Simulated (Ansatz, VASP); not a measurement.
## One calculation of TiSi, two programs

```
CELL_PARAMETERS angstrom
0.00000 2.82880 2.82880
2.82880 0.00000 2.82880
2.82880 2.82880 0.00000
ATOMIC_POSITIONS crystal
Ti 0.00000 0.00000 0.00000
Si 0.25000 0.25000 0.25000
```

Alike in both runs: task single point; functional LDA; k mesh 10 × 10 × 10; occupations fermi-dirac, width 0.15 eV; no spin polarisation.

```csv
,VASP,Ansatz
version,VASP 6.6.1,Ansatz 0.2.0
potentials or method,"VASP PAW LDA potentials, release 64 (Ti_sv, Si), cutoff 520 eV","scalar-relativistic, plane waves, PAW"
valence electrons in the cell,16,16
```

```tsv
	VASP	Ansatz	Ansatz less VASP
gap on the k mesh at the Fermi level (eV)	none	none	-
pressure (GPa)	0.2	0.1	-0.10
```

LDA's correlation is that of Perdew and Zunger in VASP and of Perdew and Wang (1992) in Ansatz. A gap of «none» marks a metal or a gap that the smearing closes.
